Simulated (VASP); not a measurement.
# CoSi (Pm-3m) in VASP: a series of runs, part 2 of 2

VASP 6.6.1.

## 4. Single point, LDA+U, collinear spin, ferromagnetic start

POSCAR

```
CoSi
1.0
    2.7813340000      0.0000000000      0.0000000000
    0.0000000000      2.7813340000      0.0000000000
    0.0000000000      0.0000000000      2.7813340000
Co Si
1 1
Direct
    0.0000000000      0.0000000000      0.0000000000
    0.5000000000      0.5000000000      0.5000000000
```

INCAR.step1

```
SYSTEM = CoSi
GGA      = CA             ! functional
ISPIN    = 2              ! spin polarisation
MAGMOM   = 2 0            ! initial moments
LORBIT   = 11             ! projections on sites
LDAU     = .True.         ! DFT+U
LDAUTYPE = 2            
LDAUL    = 2 -1           ! shell
LDAUU    = 6 0            ! U, eV
LDAUJ    = 0 0          
ISMEAR   = 1              ! smearing method
SIGMA    = 0.1            ! smearing width, eV
LWAVE    = .False.        ! write WAVECAR
LCHARG   = .True.         ! write CHGCAR
NBANDS   = 28             ! bands
PREC     = Accurate       ! precision mode
LASPH    = .True.         ! aspherical terms in the spheres
LREAL    = .False.        ! projectors in reciprocal space
ALGO     = Normal         ! electronic algorithm
EDIFF    = 1E-6           ! SCF threshold, eV
NELM     = 200            ! most SCF steps
GGA_COMPAT= .False.      
ENCUT    = 540            ! plane-wave cutoff, eV
LMAXMIX  = 4              ! l up to which the mixer works
```

KPOINTS.step1

```
k-points
0
Gamma
  11 11 11
```

INCAR.step2

```
SYSTEM = CoSi
GGA      = CA             ! functional
ISPIN    = 2              ! spin polarisation
MAGMOM   = 2 0            ! initial moments
LORBIT   = 11             ! projections on sites
LDAU     = .True.         ! DFT+U
LDAUTYPE = 2            
LDAUL    = 2 -1           ! shell
LDAUU    = 6 0            ! U, eV
LDAUJ    = 0 0          
ISMEAR   = -5             ! smearing method
LWAVE    = .False.        ! write WAVECAR
LCHARG   = .False.        ! write CHGCAR
NBANDS   = 28             ! bands
PREC     = Accurate       ! precision mode
LASPH    = .True.         ! aspherical terms in the spheres
LREAL    = .False.        ! projectors in reciprocal space
ALGO     = Normal         ! electronic algorithm
EDIFF    = 1E-6           ! SCF threshold, eV
NELM     = 200            ! most SCF steps
GGA_COMPAT= .False.      
ENCUT    = 540            ! plane-wave cutoff, eV
LMAXMIX  = 4              ! l up to which the mixer works
NEDOS    = 4001           ! points of the DOS
EMIN     = -4.283       
EMAX     = 20.717       
ICHARG   = 11             ! starting density
```

KPOINTS.step2

```
Automatic mesh
0
Gamma
  29 29 29
  0 0 0
```

Potentials or basis: VASP PAW LDA potentials, release 64 (Co, Si).

Run with:

```bash
$ cat potpaw_LDA.64/Co/POTCAR potpaw_LDA.64/Si/POTCAR > POTCAR
$ cp INCAR.step1 INCAR
$ cp KPOINTS.step1 KPOINTS
$ mpirun -np 1 vasp_std > vasp.out
$ cp INCAR.step2 INCAR
$ cp KPOINTS.step2 KPOINTS
$ mpirun -np 1 vasp_std > vasp.out
```

OUTCAR:

```text
SYSTEM = CoSi
   GGA = CA
   ISPIN = 2
   LORBIT = 11
   ISMEAR = -5
   PREC = Accurate
   LASPH = .True.
   LREAL = .False.
   EDIFF = 1E-6
   NELM = 200
   ENCUT = 540
   EMIN = -4.283
   ICHARG = 11

 ion  position               nearest neighbor table
   1  0.000  0.000  0.000-   2 2.41   2 2.41   2 2.41   2 2.41   2 2.41   2 2.41   2 2.41   2 2.41

   2  0.500  0.500  0.500-   1 2.41   1 2.41   1 2.41   1 2.41   1 2.41   1 2.41   1 2.41   1 2.41

  LATTYP: Found a simple cubic cell.
 ALAT       =     2.7813340000

  Lattice vectors:

 A1 = (   2.7813340000,   0.0000000000,   0.0000000000)
 A2 = (   0.0000000000,   2.7813340000,   0.0000000000)
 A3 = (   0.0000000000,   0.0000000000,   2.7813340000)

Analysis of symmetry for initial positions (statically):
=====================================================================
 Subroutine PRICEL returns:
 Original cell was already a primitive cell.

 Routine SETGRP: Setting up the symmetry group for a
 simple cubic supercell.

 Subroutine GETGRP returns: Found 48 space group operations
 (whereof 48 operations were pure point group operations)
[... 1209 lines left out ...]
     18      38.2505      0.00000

 [... further k-points ...]

 [bands above 18 left out]

------------------------ aborting loop because EDIFF is reached ----------------------------------------

  FORCE on cell =-STRESS in cart. coord.  units (eV):
  Direction    XX          YY          ZZ          XY          YZ          ZX
  --------------------------------------------------------------------------------------
  -------------------------------------------------------------------------------------
  Total       -2.5306360     -2.5306360     -2.5306360      0.0000000      0.0000000      0.0000000
  in kB     -188.4433550   -188.4433550   -188.4433550      0.0000000      0.0000000      0.0000000
  external PRESSURE =    -188.4433550 kB  Pullay stress =       0.0000000 kB

 VOLUME and BASIS-vectors are now :
 -----------------------------------------------------------------------------
  energy-cutoff  :      540.00
  volume of cell :       21.52
      direct lattice vectors                 reciprocal lattice vectors
     2.781334000  0.000000000  0.000000000     0.359539703  0.000000000  0.000000000
     0.000000000  2.781334000  0.000000000     0.000000000  0.359539703  0.000000000
     0.000000000  0.000000000  2.781334000     0.000000000  0.000000000  0.359539703

 POSITION                                       TOTAL-FORCE (eV/Angst)
 -----------------------------------------------------------------------------------
      0.00000      0.00000      0.00000         0.000000      0.000000      0.000000
      1.39067      1.39067      1.39067         0.000000      0.000000      0.000000
 -----------------------------------------------------------------------------------
    total drift:                                0.000000      0.000000      0.000000

  FREE ENERGIE OF THE ION-ELECTRON SYSTEM (eV)
  ---------------------------------------------------
  free  energy   TOTEN  =       -10.4546880782 eV

  energy  without entropy=      -10.4546880782  energy(sigma->0) =      -10.45468808

 total charge

# of ion       s       p       d       tot
------------------------------------------
    1        0.427   0.594   7.773   8.794
    2        0.723   0.845   0.000   1.569
--------------------------------------------------
tot          1.151   1.439   7.773  10.362

 magnetization (x)

# of ion       s       p       d       tot
------------------------------------------
    1       -0.005  -0.021   1.103   1.077
    2        0.005   0.005   0.000   0.010
--------------------------------------------------
tot         -0.000  -0.016   1.103   1.087
```

OSZICAR.step1:

```text
N       E                     dE             d eps       ncg     rms          rms(c)
DAV:   1     0.639737267680E+02    0.63974E+02   -0.45408E+03  6716   0.512E+02
DAV:   2    -0.498810768845E+01   -0.68962E+02   -0.59051E+02  6576   0.138E+02
DAV:   3    -0.106030063914E+02   -0.56149E+01   -0.53756E+01  7664   0.355E+01
DAV:   4    -0.106680762678E+02   -0.65070E-01   -0.64986E-01  7372   0.371E+00
DAV:   5    -0.106683956986E+02   -0.31943E-03   -0.31934E-03  7768   0.261E-01    0.137E+01
DAV:   6    -0.117976591077E+02   -0.11293E+01   -0.12497E+01  7412   0.342E+01    0.105E+01
DAV:   7    -0.103774334459E+02    0.14202E+01   -0.52647E+00  7552   0.218E+01    0.387E+00
DAV:   8    -0.104215141897E+02   -0.44081E-01   -0.20524E-01  7312   0.205E+00    0.225E+00
DAV:   9    -0.104375128048E+02   -0.15999E-01   -0.20832E-02  7772   0.950E-01    0.728E-01
DAV:  10    -0.104453399208E+02   -0.78271E-02   -0.57977E-03  7484   0.470E-01    0.338E-01
DAV:  11    -0.104492846767E+02   -0.39448E-02   -0.74702E-03  7028   0.360E-01    0.134E-01
DAV:  12    -0.104499652595E+02   -0.68058E-03   -0.10098E-03  7404   0.175E-01    0.382E-02
DAV:  13    -0.104500107113E+02   -0.45452E-04   -0.57512E-05  8208   0.379E-02    0.207E-02
DAV:  14    -0.104500234261E+02   -0.12715E-04   -0.14764E-05  7380   0.191E-02    0.111E-02
DAV:  15    -0.104500260278E+02   -0.26017E-05   -0.65858E-06  7224   0.865E-03    0.364E-03
DAV:  16    -0.104500261647E+02   -0.13692E-06   -0.20770E-07  3968   0.221E-03
   1 F= -.10450026E+02 E0= -.10450043E+02  d E =0.498837E-04  mag=     0.9417
```

Run time: 5.4 min. Hardware: 1 thread of Intel Xeon Platinum 8259CL at 2.50GHz (Skylake/Cascade Lake), shared host; peak memory 0.73 GiB.

Results:

- Net moment: 0.94 μB per cell
- Site moments: Co +1.08; Si +0.01 μB
- Valence electrons inside the program's atomic spheres: Co 8.79; Si 1.57
- Density of states at the Fermi level: 0.21 states/eV/atom

Levels at points of the mesh, in eV from the Fermi level:
Spin up:
```csv
k point,band 3,band 4,band 5,band 6,band 7,band 8,band 9,band 10,band 11,band 12
"(0.00, 0.00, 0.00)",-6.22,-3.37,-3.37,-3.37,2.94,2.94,2.94,6.63,6.63,11.83
```
Spin down:
```tsv
k point	band 2	band 3	band 4	band 5	band 6	band 7	band 8	band 9	band 10	band 11
(0.00, 0.00, 0.00)	-2.77	-2.77	-2.48	-2.48	-2.48	2.90	2.90	2.90	8.07	8.07
```

Caveat: the U is typed as a test and isn't derived for this compound; tetrahedron occupations give inexact forces and stress in metals. The state reached can hang on the start; a lower one may exist.

## 5. Summary

```csv
level,potentials or basis,U,k mesh,cutoff (eV),smearing,tolerance level,purpose,K density,gap on the mesh (eV),moment (μB)
PBE+U,"VASP PAW PBE potentials, release 64 (Co, Si)",Co d U = 8 eV,6 × 6 × 6,400,gaussian 0.03 eV,standard,a run that is hard to end,-,none,1.02
LDA+U,"VASP PAW LDA potentials, release 64 (Co, Si)",Co d U = 6 eV,13 × 13 × 13,310,tetrahedron 0.1 eV,screening,density of states,11 × 11 × 11,none,0.94
LDA+U,"VASP PAW LDA potentials, release 64 (Co, Si)",Co d U = 6 eV,29 × 29 × 29,540,tetrahedron 0.1 eV,screening,density of states,11 × 11 × 11,none,0.94
```

Alike in all rows: task single point; spin collinear, ferromagnetic start; cell as given.

Caveats: some runs use coarse meshes; the U is typed as a test and isn't derived for this compound; tetrahedron occupations give inexact forces and stress in metals (at least some runs); the cutoff is under 1.25 times the usual one of these potentials, so pressure, stress and relaxed cells hold a basis-set (Pulay) error (at least some runs).

Total energies depend on the potentials used, so only differences within one code and one set of settings carry meaning.
